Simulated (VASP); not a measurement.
Set up this calculation in VASP 6.6.1, as the native input.

* Task: single point
* Functional: r2SCAN
* Potentials or basis: VASP PAW PBE potentials, release 64 (Ca_sv, O)
* Cutoff: 660 eV
* k mesh: 8 × 8 × 8
* Occupations: gaussian, width 0.02 eV
* Spin: no spin polarisation
* Dipole correction: no
* Further INCAR settings: ALGO = Normal; EDIFF = 1e-06; NBANDS = 15

The system is CaO.

```xyz
2
Lattice="0.0000 2.3485 2.3485 2.3485 0.0000 2.3485 2.3485 2.3485 0.0000" Properties=species:S:1:pos:R:3 pbc="T T T"
Ca    0.0000    0.0000    0.0000
O     2.3485    2.3485    2.3485
```

One way to write it, as run:

POSCAR

```
CaO
1.0
    0.0000000000      2.3485040450      2.3485040450
    2.3485040450      0.0000000000      2.3485040450
    2.3485040450      2.3485040450      0.0000000000
Ca O
1 1
Direct
    0.0000000000      0.0000000000      0.0000000000
    0.5000000000      0.5000000000      0.5000000000
```

INCAR.step1

```
PREC     = Accurate       # precision mode
ENCUT    = 660            # plane-wave cutoff, eV
ISMEAR   = 0              # smearing method
SIGMA    = 0.02           # smearing width, eV
LREAL    = False          # projectors in reciprocal space
LASPH    = True           # aspherical terms in the spheres
NELM     = 120            # most SCF steps
NBANDS   = 15             # bands
GGA      = PE             # functional
ALGO     = Normal         # electronic algorithm
EDIFF    = 1E-5           # SCF threshold, eV
LWAVE    = True           # write WAVECAR
LCHARG   = False          # write CHGCAR
GGA_COMPAT= False
```

INCAR.step2

```
PREC     = Accurate       # precision mode
ENCUT    = 660            # plane-wave cutoff, eV
EDIFF    = 1E-6           # SCF threshold, eV
ISMEAR   = 0              # smearing method
SIGMA    = 0.02           # smearing width, eV
LREAL    = False          # projectors in reciprocal space
LASPH    = True           # aspherical terms in the spheres
NELM     = 120            # most SCF steps
ALGO     = Normal         # electronic algorithm
ISIF     = 2              # what is computed and relaxed
LWAVE    = False          # write WAVECAR
LCHARG   = False          # write CHGCAR
METAGGA  = R2SCAN         # meta-GGA
LMIXTAU  = True         
NBANDS   = 15             # bands
ISTART   = 1            
GGA_COMPAT= False
```

KPOINTS

```
Automatic mesh
0
Gamma
  8 8 8
```

Potentials or basis: VASP PAW PBE potentials, release 64 (Ca_sv, O).

The run is started by

```sh
$ cat potpaw_PBE.64/Ca_sv/POTCAR potpaw_PBE.64/O/POTCAR > POTCAR
$ cp INCAR.step1 INCAR
$ mpirun -np 1 vasp_std > vasp.out
$ cp INCAR.step2 INCAR
$ mpirun -np 1 vasp_std > vasp.out
```

It gave:

```yaml
Pressure: 9.5 GPa
Band_gap_on_the_k_mesh: 4.16 eV (least direct gap 4.51 eV)
```

Caveat: the cell stands under pressure; the PAW data sets were made with another functional, which shifts forces and pressure a little.

Run time: 51 s on 1 thread of AMD EPYC 7R13 Processor (Zen 3), with other jobs on the host, peak memory 0.14 GiB.
